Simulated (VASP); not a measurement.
Runs of VASP 6.6.1 on TiN. The structure is that of space group Fm-3m (No. 225), or close to it. The cells are those of the table. 

```tsv
fixed moment (μB)	cell	pressure (GPa)	moment (μB)
0.625	a = 3.012 Å, angles 60.0°, 2 atoms	-7.4	0.62
0.125	a = 3.050 Å, angles 60.0°, 2 atoms	-19.0	0.12
0.375	a = 2.891 Å, angles 60.0°, 2 atoms	(b)	0.38
0.625	a = 3.087 Å, angles 60.0°, 2 atoms	-23.6	0.62
0.25	a = 3.087 Å, angles 60.0°, 2 atoms	-25.8	0.25
0.125	a = 3.087 Å, angles 60.0°, 2 atoms	(c)	0.12
0.375	a = 3.012 Å, angles 60.0°, 2 atoms	-9.3	0.38
0.75	a = 3.050 Å, angles 60.0°, 2 atoms	(a)	0.75
```

Alike in all rows: task single point; level PBEsol; potentials or basis VASP PAW PBE potentials, release 64 (Ti_sv, N); spin collinear; k mesh 20 × 20 × 20; cutoff (eV) 520; smearing gaussian 0.15 eV.

Estimate the missing entries.

(a) -15.1; (b) 31.7; (c) -26.2.

Caveats: the PAW data sets were made with another functional, which shifts forces and pressure a little; the total moment is fixed, so each spin has its own Fermi level and the state may be an excited one; the cell stands under tension (at least some runs); the cell stands under pressure (at least some runs).
